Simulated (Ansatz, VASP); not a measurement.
**GaBi2Sb3S: VASP beside Ansatz**

```
Ga Sb Bi S
1.0
     3.61160    2.08516    4.70005
    -3.61160    2.08516    4.70005
     0.00000   -4.17032    4.70005
Ga Sb Bi S
1 3 2 1
Direct
  0.30254 0.30254 0.30254
  0.83025 0.27622 0.83025
  0.27622 0.83025 0.83025
  0.83025 0.83025 0.27622
  0.78877 0.78877 0.78877
  0.50477 0.50477 0.50477
  0.14186 0.14186 0.14186
```

Alike in both runs: functional PBE; k mesh 3 × 3 × 3; occupations gaussian, width 0.1 eV; no spin polarisation.

Ansatz relaxed the structure, and its values are those at the end. VASP's run is a single point on that final structure, the one shown.

|  | VASP | Ansatz |
| --- | --- | --- |
| version | VASP 6.6.1 | Ansatz 0.2.0 |
| potentials or method | VASP PAW PBE potentials, release 64 (Ga_d, Sb, Bi_d, S), cutoff 500 eV | scalar-relativistic, plane waves, PAW |
| valence electrons in the cell | 64 | 94 |

Ansatz gave:

- gap on the k mesh at the Fermi level (eV): none
- pressure (GPa): 0.1
- rms of the force components (eV/Å): 0.010

Task: Estimate VASP's values.

Result: gap on the k mesh at the Fermi level (eV): none; pressure (GPa): 0.0; rms of the force components (eV/Å): 0.007.

A gap of «none» marks a metal or a gap that the smearing closes. The functional is the same, so the differences come from potentials, cutoffs and numerics. VASP's potentials hold 64 valence electrons a cell and Ansatz's 94, so a difference there can come from the potentials and not from the codes.

The k mesh is coarse, so the values compare programs but aren't converged. Spin-orbit coupling is off throughout.
